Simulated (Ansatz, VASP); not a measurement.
MgS: VASP beside Ansatz

File INCAR:

```
ALGO = Normal
EDIFF = 1E-8
ENCUT = 520
GGA = PS
ISIF = 2
ISMEAR = -1
LASPH = True
LCHARG = False
LEFG = True
LREAL = False
LWAVE = False
NBANDS = 11
NELM = 60
PREC = Accurate
SIGMA = 0.03
```

The input KPOINTS:

```
k-points
0
Gamma
  10 10 10
```

The input POSCAR:

```
MgS
1.0
    0.0260165000      2.6146582500      2.6146582500
    2.6146582500      0.0260165000      2.6146582500
    2.6146582500      2.6146582500      0.0260165000
Mg S
1 1
Direct
    0.0000000000      0.0000000000      0.0000000000
    0.5000000000      0.5000000000      0.5000000000
```

Input for Ansatz:

```yaml
crystal:
  lattice:
    - [0.0260165, 2.61465825, 2.61465825]
    - [2.61465825, 0.0260165, 2.61465825]
    - [2.61465825, 2.61465825, 0.0260165]
  atoms:
    - { symbol: Mg, position: [0.0, 0.0, 0.0] }
    - { symbol: S, position: [0.5, 0.5, 0.5] }
kpoints:
  mp_grid: { grid: [10, 10, 10] }
scf:
  occupations: { method: fermi_dirac, width: 0.03 }
hamiltonian:
  xc: pbesol
  pseudopotentials: { kind: paw }
output:
  forces: true
  stress: true
  eigenvalues: true
  efg: { contact_densities: true }
```

Change from the starting cell: equal xy, yz and zx shear strains of +1 %, PAW files.

Alike in both runs: task electric field gradients; functional PBEsol; k mesh 10 × 10 × 10; occupations fermi-dirac, width 0.03 eV; no spin polarisation.

```csv
,VASP,Ansatz
version,VASP 6.6.1,Ansatz 0.2.0
potentials or method,"VASP PAW PBE potentials, release 64 (Mg, S)","PAW with Ansatz's default frozen-core files, scalar-relativistic"
plane-wave cutoff (eV),520,420
valence electrons in the cell,8,16
```

```csv
,VASP,Ansatz,Ansatz less VASP
gap on the k mesh at the Fermi level (eV),2.65,2.65,-0.002
pressure (GPa),-1.1,-0.9,+0.20
"traceless stress, the component that is largest in VASP (GPa)",-0.54,-0.54,0.000
size of Vzz on the site where it differs most (V/Å²),0.3,0.5,+0.17
```

VASP's potentials were made for PBE, not for PBEsol. VASP's potentials hold 8 valence electrons a cell and Ansatz's 16, so a difference there can come from the potentials and not from the codes.
